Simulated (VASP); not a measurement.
# SiO (Pm-3m) in VASP: a series of runs

SiO is run at these levels: HSE06, PBEsol-based screened hybrid with 25 % exact exchange, HF, B3LYP; tasks: relaxation of cell and atoms, single point.

Program: VASP 6.6.1. These are calculated values, not measurements. Logs are shortened: lines on timing, memory, paths and dates and some standing lists are left out, and cuts for length are marked.

**1. The cell of the first run**

The structure is cubic, space group Pm-3m (No. 221). The conventional cell has a = 2.807 Å, b = 2.807 Å, c = 2.807 Å, α = 90.00°, β = 90.00°, γ = 90.00°. Si (site symmetry m-3m) has 8 O at 2.43 Å and 6 Si at 2.81 Å within 3.2 Å. Within 3.2 Å of O (site symmetry m-3m) lie 8 Si at 2.43 Å and 6 O at 2.81 Å.

**2. Relaxation of cell and atoms, HSE06**

Input file POSCAR:

```
SiO
1.0
    2.8069700000      0.0000000000      0.0000000000
    0.0000000000      2.8069700000      0.0000000000
    0.0000000000      0.0000000000      2.8069700000
Si O
1 1
Direct
    0.0000000000      0.0000000000      0.0000000000
    0.5000000000      0.5000000000      0.5000000000
```

Input file INCAR.step1:

```
  PREC = Accurate
  ENCUT = 600
  EDIFF = 1E-5
  ISMEAR = -1
  SIGMA = 0.05
  LREAL = F
  LASPH = T
  NELM = 100
  ALGO = Normal
  LWAVE = T
  LCHARG = F
  GGA = PE
  NBANDS = 12
```

Input file INCAR.step2:

```
  PREC = Accurate
  ENCUT = 600
  EDIFF = 1E-6
  ISMEAR = -1
  SIGMA = 0.05
  LREAL = F
  LASPH = T
  NELM = 100
  ALGO = Normal
  ISIF = 3
  LWAVE = F
  LCHARG = F
  GGA = PE
  LHFCALC = T
  HFSCREEN = 0.2079
  PRECFOCK = Normal
  IBRION = 2
  NSW = 60
  EDIFFG = -0.01
  ISTART = 1
```

Input file KPOINTS:

```
Automatic mesh
0
Gamma
  5 5 5
```

Potentials or basis: VASP PAW PBE potentials, release 64 (Si, O).

Launch:

```sh
cat potpaw_PBE.64/Si/POTCAR potpaw_PBE.64/O/POTCAR > POTCAR
cp INCAR.step1 INCAR
mpirun -np 1 vasp_std > vasp.out
cp INCAR.step2 INCAR
mpirun -np 1 vasp_std > vasp.out
```

OUTCAR:

```text
PREC = Accurate
   ENCUT = 600
   EDIFF = 1E-6
   ISMEAR = -1
   LREAL = F
   LASPH = T
   NELM = 100
   ISIF = 3
   GGA = PE
   LHFCALC = T
   HFSCREEN = 0.2079
   PRECFOCK = Normal
   IBRION = 2
   NSW = 60
   EDIFFG = -0.01
   ISTART = 1

 ion  position               nearest neighbor table
   1  0.000  0.000  0.000-   2 2.43   2 2.43   2 2.43   2 2.43   2 2.43   2 2.43   2 2.43   2 2.43

   2  0.500  0.500  0.500-   1 2.43   1 2.43   1 2.43   1 2.43   1 2.43   1 2.43   1 2.43   1 2.43

  LATTYP: Found a simple cubic cell.
 ALAT       =     2.8069700000

  Lattice vectors:

 A1 = (   2.8069700000,   0.0000000000,   0.0000000000)
 A2 = (   0.0000000000,   2.8069700000,   0.0000000000)
 A3 = (   0.0000000000,   0.0000000000,   2.8069700000)

Analysis of symmetry for initial positions (statically):
=====================================================================
 Subroutine PRICEL returns:
 Original cell was already a primitive cell.

 Routine SETGRP: Setting up the symmetry group for a
 simple cubic supercell.

 Subroutine GETGRP returns: Found 48 space group operations
 (whereof 48 operations were pure point group operations)
 out of a pool of 48 trial point group operations.

The static configuration has the point symmetry O_h .

Analysis of symmetry for dynamics (positions and initial velocities):
=====================================================================
 Subroutine PRICEL returns:
 Original cell was already a primitive cell.

 Routine SETGRP: Setting up the symmetry group for a
 simple cubic supercell.

 Subroutine GETGRP returns: Found 48 space group operations
 (whereof 48 operations were pure point group operations)
 out of a pool of 48 trial point group operations.

The dynamic configuration has the point symmetry O_h .

 Subroutine INISYM returns: Found 48 space group operations
 (whereof 48 operations are pure point group operations),
 and found     1 'primitive' translations

----------------------------------------------------------------------------------------

                                     Primitive cell

  volume of cell :      22.1163

  direct lattice vectors                    reciprocal lattice vectors
     2.806970000  0.000000000  0.000000000     0.356256034  0.000000000  0.000000000
     0.000000000  2.806970000  0.000000000     0.000000000  0.356256034  0.000000000
     0.000000000  0.000000000  2.806970000     0.000000000  0.000000000  0.356256034

  length of vectors
     2.806970000  2.806970000  2.806970000     0.356256034  0.356256034  0.356256034

  position of ions in fractional coordinates (direct lattice)
     0.000000000  0.000000000  0.000000000
     0.500000000  0.500000000  0.500000000

  ion indices of the primitive-cell ions
   primitive index   ion index
                 1           1
                 2           2

----------------------------------------------------------------------------------------

 KPOINTS: Automatic mesh

Automatic generation of k-mesh.
 Grid dimensions read from file:
 generate k-points for:    5    5    5

 Generating k-lattice:

  Cartesian coordinates                     Fractional coordinates (reciprocal lattice)
     0.071251207  0.000000000  0.000000000     0.200000000  0.000000000  0.000000000
     0.000000000  0.071251207  0.000000000     0.000000000  0.200000000  0.000000000
     0.000000000  0.000000000  0.071251207     0.000000000  0.000000000  0.200000000

  Length of vectors
     0.071251207  0.071251207  0.071251207

  Shift w.r.t. Gamma in fractional coordinates (k-lattice)
     0.000000000  0.000000000  0.000000000

 Subroutine IBZKPT returns following result:
 ===========================================

 Found     10 irreducible k-points:

 Following reciprocal coordinates:
            Coordinates               Weight
  0.000000  0.000000  0.000000      1.000000
  0.200000  0.000000  0.000000      6.000000
  0.400000  0.000000  0.000000      6.000000
  0.200000  0.200000  0.000000     12.000000
  0.400000  0.200000  0.000000     24.000000
  0.400000  0.400000  0.000000     12.000000
  0.200000  0.200000  0.200000      8.000000
  0.400000  0.200000  0.200000     24.000000
  0.400000  0.400000  0.200000     24.000000
  0.400000  0.400000  0.400000      8.000000
   k-points           NKPTS =     10   k-points in BZ     NKDIM =    125   number of bands    NBANDS=      9
   number of dos      NEDOS =    301   number of ions     NIONS =      2
   total plane-waves  NPLWV =  13824
   dimension x,y,z NGX =    24 NGY =   24 NGZ =   24
   dimension x,y,z NGXF=    48 NGYF=   48 NGZF=   48
   ions per type =               1   1
   NGX,Y,Z   is equivalent  to a cutoff of  14.21, 14.21, 14.21 a.u.
   NGXF,Y,Z  is equivalent  to a cutoff of  28.43, 28.43, 28.43 a.u.
 SYSTEM =  unknown system
   PREC   = accura    normal or accurate (medium, high low for compatibility)
   ISTART =      1    job   : 0-new  1-cont  2-samecut
   ICHARG =      0    charge: 1-file 2-atom 10-const
   ISPIN  =      1    spin polarized calculation?
   LNONCOLLINEAR =      F non collinear calculations
   LSORBIT =      F    spin-orbit coupling
   LASPH  =      T    aspherical Exc in radial PAW
   ENCUT  =  600.0 eV  44.10 Ry    6.64 a.u.   5.61  5.61  5.61*2*pi/ulx,y,z
   NELM   =    100;   NELMIN=  2; NELMDL=  0     # of ELM steps
   EDIFF  = 0.1E-05   stopping-criterion for ELM
   LREAL  =      F    real-space projection
   EDIFFG = -.1E-01   stopping-criterion for IOM
   NSW    =     60    number of steps for IOM
   IBRION =      2    ionic relax: 0-MD 1-quasi-New 2-CG
   NFREE  =      1    steps in history (QN), initial steepest desc. (CG)
   ISIF   =      3    stress and relaxation
   ISYM   =      3    0-nonsym 1-usesym 2-fastsym
   POTIM  = 0.5000    time-step for ionic-motion
   TEBEG  =    0.0;   TEEND  =   0.0 temperature during run
   PSTRESS=    0.0 pullay stress
   NELECT =      10.0000    total number of electrons
   NUPDOWN=      -1.0000    fix difference up-down
   EMIN   =  10.00;   EMAX   =-10.00  energy-range for DOS
   EFERMI =   0.00;   METHOD = LEGACY
   ISMEAR =    -1;   SIGMA  =   0.05  broadening in eV -4-tet -1-fermi 0-gaus
   EFERMI_NEDOS =   21; number of points for ismear=-14 and -15
   IALGO  =     38    algorithm
   IMIX   =      1    mixing-type and parameters
     AMIX     =   0.40;   BMIX     =  1.00
     AMIX_MAG =   1.60;   BMIX_MAG =  1.00
  volume/ion in A,a.u.               =      11.06        74.62
  Fermi-wavevector in a.u.,A,eV,Ry     =   1.256523  2.374484 21.481554  1.578850
  Thomas-Fermi vector in A             =   2.390227
   LORBIT       =      0    0 simple, 1 ext, 2 COOP (PROOUT), +10 PAW based schemes
   GGA     = PE    functional components
   LHFCALC =     T    Hartree Fock is set to
   PRECFOCK=normal    Normal, Fast or Accurate (Low or Medium for compatibility)
   ENCUT4O =  -1.0   cutoff for four orbital integrals eV
   NKREDX  =     1    reduce k-point grid by
   NKREDY  =     1    reduce k-point grid by
   NKREDZ  =     1    reduce k-point grid by
   AEXX    =    0.2500 exact exchange contribution
   HFSCREEN=    0.2079 screening length (either q_TF or 0.3 A-1)
   HFSCREENC=   0.2079 screening length for correlation (either q_TF or 0.3 A-1)
   ENCUTFOCK=  -1.0 apply spherical cutoff to Coloumb kernel
   IVDW    =     0    specifies the selected vdW correction
   LEPSILON=     F    determine dielectric tensor
   LRPA    =     F    only Hartree local field effects (RPA)
 conjugate gradient relaxation of ions
 non-spin polarized calculation
  energy-cutoff  :      600.00
  volume of cell :       22.12
 maximum number of plane-waves:       744
 NGX is ok and might be reduce to    24
  NGX = 18; NGY = 18; NGZ = 18

--------------------------------------- Ionic step        1  -------------------------------------------

 number of electron      10.0000005 magnetization

 Free energy of the ion-electron system (eV)
  ---------------------------------------------------
  ext. energy  EPLUGINS =         0.00000000
  ---------------------------------------------------
  free energy    TOTEN  =       -12.70145719 eV

  energy without entropy =      -12.70144346  energy(sigma->0) =      -12.70145033

------------------------ aborting loop because EDIFF is reached ----------------------------------------

  FORCE on cell =-STRESS in cart. coord.  units (eV):
  Direction    XX          YY          ZZ          XY          YZ          ZX
  --------------------------------------------------------------------------------------
  -------------------------------------------------------------------------------------
  Total       -0.2633040     -0.2633040     -0.2633040      0.0000000     -0.0000000     -0.0000000
  in kB      -19.0745686    -19.0745686    -19.0745686      0.0000000     -0.0000000     -0.0000000
  external PRESSURE =     -19.0745686 kB  Pullay stress =       0.0000000 kB
[... 57 lines left out ...]
  energy  without entropy=      -12.7028503677  energy(sigma->0) =      -12.70286206

--------------------------------------- Ionic step        3  -------------------------------------------

 number of electron      10.0000003 magnetization

 Free energy of the ion-electron system (eV)
  ---------------------------------------------------
  ext. energy  EPLUGINS =         0.00000000
  ---------------------------------------------------
  free energy    TOTEN  =       -12.70320254 eV

  energy without entropy =      -12.70318260  energy(sigma->0) =      -12.70319257

 E-fermi :   8.0108     XC(G=0):  -9.4517

 val. band max:        7.5587269618   @ k =   0.2000   0.2000   0.2000
 cond. band min:       8.4863782776   @ k =   0.4000   0.4000   0.4000
 fundamental gap:      0.9276513158
 Fermi energy:         8.0107734983

 k-point     1 :       0.0000    0.0000    0.0000
  band No.  band energies     occupation
      1     -14.3002      2.00000
      2       0.1627      2.00000
      3       4.0014      2.00000
      4       4.0014      2.00000
      5       4.0014      2.00000
      6      14.7959      0.00000
      7      14.7959      0.00000
      8      17.4969      0.00000
      9      17.4969      0.00000
[... 135 lines left out ...]
  FREE ENERGIE OF THE ION-ELECTRON SYSTEM (eV)
  ---------------------------------------------------
  free  energy   TOTEN  =       -12.7032025437 eV

  energy  without entropy=      -12.7031826019  energy(sigma->0) =      -12.70319257

 reached required accuracy - stopping structural energy minimisation
```

It took 2.8 min on 1 thread of Intel Xeon 6975P-C (Granite Rapids), shared host; peak memory 0.23 GiB.

Results:

```yaml
Free_energy: -12.7032 eV
Relaxed_volume: 10.91 Å³/atom
Relaxed_cell: a = 2.795 Å, b = 2.795 Å, c = 2.795 Å, α = 90.00°, β = 90.00°, γ = 90.00°
Space_group_after_relaxing_to_0.1_Å: Pm-3m (No. 221)
Energy_gained_by_relaxing: 0.9 meV/atom
Ionic_steps: 3
Pressure_after_relaxing: 0.0 GPa
Band_gap_on_the_k_mesh: 0.93 eV (least direct gap 2.41 eV)
```

The path:
```tsv
step	energy change (eV)	largest force (eV/Å)	pressure (GPa)	volume (Å³)
1	0.0000	0.0000	-1.91	22.12
2	-0.0014	0.0000	0.81	21.70
3	-0.0017	0.0000	-0.01	21.82
```

Final structure:
```xyz
2
Lattice="2.7945 0.0000 0.0000 0.0000 2.7945 0.0000 0.0000 0.0000 2.7945" Properties=species:S:1:pos:R:3 pbc="T T T"
Si    0.0000    0.0000    0.0000
O     1.3973    1.3973    1.3973
```

Levels at points of the mesh, in eV from the valence-band top:
```csv
k point,band 3,band 4,band 5,band 6,band 7,band 8
"(0.00, 0.00, 0.00)",-3.56,-3.56,-3.56,7.24,7.24,9.94
```

Caveat: the k points lie up to 0.45 Å⁻¹ apart in the final cell; the PAW data sets were made with another functional, which shifts forces and pressure a little; an odd mesh through Γ misses points on the zone boundary, where band edges can lie.

(Continued in part 2 of 3.)
